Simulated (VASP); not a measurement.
Li2NbO3: relaxation of cell and atoms with PBE

Li2NbO3:

```
Li Nb O
1.0
     2.83667    0.00000    0.00000
     0.00000    2.83667    0.00000
     0.00000    0.00000    9.90244
Li Nb O
2 1 3
Direct
  0.00000 0.00000 0.02411
  0.50000 0.50000 0.49128
  0.50000 0.50000 0.15158
  0.00000 0.00000 0.65145
  0.00000 0.00000 0.32937
  0.50000 0.50000 0.85221
```

The cell was generated, and may not be a known phase.

| Property | Result |
| --- | --- |
| Program | VASP 6.6.1 |
| Task | relaxation of cell and atoms |
| Functional | PBE |
| Potentials or basis | VASP PAW PBE potentials, release 64 (Li_sv, Nb_sv, O) |
| Cutoff | 600 eV |
| k mesh | 6 × 6 × 2 |
| Occupations | gaussian, width 0.1 eV |
| Spin | collinear spin |
| Starting moments | [0.0, 0.0, 0.0, 0.18, 0.0, 0.0] μB |
| Dipole correction | no |
| Further INCAR settings | ALGO = Normal; EDIFF = 1e-06; IBRION = 2; EDIFFG = -0.04; NSW = 90; ISIF = 3 |

- Relaxed volume: 9.49 Å³/atom
- Relaxed cell: a = 2.962 Å, b = 2.962 Å, c = 6.488 Å, α = 90.00°, β = 90.00°, γ = 90.00°
- Space group after relaxing (to 0.1 Å): P4mm (No. 99)
- Pressure after relaxing: 0.2 GPa
- Largest force after relaxing: 0.038 eV/Å
- Net moment: -0.01 μB per cell
- Valence electrons inside the program's atomic spheres: Li 2.08, 2.09; Nb 10.53; O 4.90, 5.10, 5.06

Forces on the atoms (eV/Å):
```
Li   0.000  0.000 -0.013
Li   0.000  0.000  0.025
Nb   0.000  0.000  0.027
O    0.000  0.000 -0.012
O    0.000  0.000  0.011
O    0.000  0.000 -0.038
```

Stress tensor (GPa, compression positive):
```
0.22 0.00 0.00
0.00 0.22 0.00
0.00 0.00 0.08
```

Final structure:
```xyz
6
Lattice="2.9620 0.0000 0.0000 0.0000 2.9620 0.0000 0.0000 0.0000 6.4884" Properties=species:S:1:pos:R:3 pbc="T T T"
Li    0.0000    0.0000    5.7329
Li    1.4810    1.4810    4.2428
Nb    1.4810    1.4810    1.5692
O     0.0000    0.0000    3.7128
O     0.0000    0.0000    1.2481
O     1.4810    1.4810    6.2034
```

Levels at points of the mesh, in eV from the Fermi level:
Spin up:
```
           k point  band 16  band 17  band 18  band 19  band 20  band 21
(0.00, 0.00, 0.00)    -3.36    -1.79    -1.20    -1.20     1.13     1.85
(0.50, 0.00, 0.00)    -3.52    -1.89    -0.64     0.75     1.24     1.72
(0.50, 0.50, 0.00)    -3.66    -3.66    -1.33     0.38     0.38     3.13
(0.00, 0.00, 0.50)    -3.41    -2.43    -1.07    -1.07     1.13     1.73
(0.50, 0.00, 0.50)    -3.25    -1.43    -0.64     0.99     1.22     1.75
(0.50, 0.50, 0.50)    -3.10    -3.10    -1.23    -0.12    -0.12     2.84
```
Spin down:
```
           k point  band 15  band 16  band 17  band 18  band 19  band 20  band 21  band 22
(0.00, 0.00, 0.00)    -3.36    -3.36    -1.79    -1.20    -1.20     1.13     1.84     1.84
(0.50, 0.00, 0.00)    -3.57    -3.52    -1.89    -0.64     0.75     1.23     1.72     4.07
(0.50, 0.50, 0.00)    -4.40    -3.66    -3.66    -1.33     0.37     0.37     3.04     3.13
(0.00, 0.00, 0.50)    -3.41    -3.41    -2.43    -1.07    -1.07     1.13     1.72     1.72
(0.50, 0.00, 0.50)    -3.52    -3.25    -1.43    -0.64     0.99     1.21     1.74     3.20
(0.50, 0.50, 0.50)    -4.65    -3.10    -3.10    -1.23    -0.12    -0.12     2.84     3.12
```

Run time: 41 min on 1 thread of AMD EPYC 9R45 96-Core Processor (Zen 5) (shared host), peak memory 0.28 GiB.

Caveat: the k points lie up to 0.48 Å⁻¹ apart in the final cell; the cutoff is under 1.25 times the usual one of these potentials, so pressure, stress and relaxed cells hold a basis-set (Pulay) error; the volume moved by over 15 % at a fixed basis, so the end points are rough.
